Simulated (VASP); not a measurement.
Write the native input for VASP 6.6.1 that does the following.

* Task: relaxation of cell and atoms
* Functional: PBEsol
* Potentials or basis: VASP PAW PBE potentials, release 64 (Hg)
* Cutoff: 600 eV
* k mesh: 15 × 15 × 8
* Occupations: gaussian, width 0.1 eV
* Spin: no spin polarisation
* Dipole correction: no
* Further INCAR settings: ALGO = Fast; EDIFF = 1e-07; IBRION = 2; EDIFFG = -0.005; NSW = 100; ISIF = 3

The structure of Hg lies in POSCAR:

```
Hg
1.0
    3.3010417919      0.0000000000      0.0000000000
   -1.6505208959      2.8587860507      0.0000000000
    0.0000000000      0.0000000000      5.0320110813
Hg
2
Direct
    0.6666666667      0.3333333333      0.7500000000
    0.3333333333      0.6666666667      0.2500000000
```

One way to write it, as run:

INCAR

```
SYSTEM = Hg
PREC = Accurate ; ENCUT = 600
EDIFF = 1E-7 ; ISMEAR = 0
SIGMA = 0.1 ; LREAL = .False.
LASPH = .True. ; NELM = 100
ALGO = Fast ; ISIF = 3
LWAVE = .False. ; LCHARG = .False.
GGA = PS ; IBRION = 2
NSW = 100 ; EDIFFG = -0.005
```

KPOINTS

```
Automatic mesh
0
Gamma
  15 15 8
  0 0 0
```

Potentials or basis: VASP PAW PBE potentials, release 64 (Hg).

Run with:

```console
$ cat potpaw_PBE.64/Hg/POTCAR > POTCAR
$ mpirun -np 1 vasp_std > vasp.out
```

Results of the run:

- Relaxed volume: 24.05 Å³/atom
- Relaxed cell: a = 3.314 Å, b = 3.314 Å, c = 5.057 Å, α = 90.00°, β = 90.00°, γ = 120.00°
- Space group after relaxing (to 0.1 Å): P6_3/mmc (No. 194)
- Energy gained by relaxing: 0.4 meV/atom
- Ionic steps: 3
- Pressure after relaxing: 0.0 GPa
- Band gap on the k mesh: zero (bands 12 and 13 overlap by 0.99 eV)

Caveat: the PAW data sets were made with another functional, which shifts forces and pressure a little; spin-orbit coupling is left out, which moves the levels of the heavy elements.

Wall time 2 min on 1 thread of AMD EPYC 9R45 (Zen 5), on a shared host, peak memory 0.23 GiB.
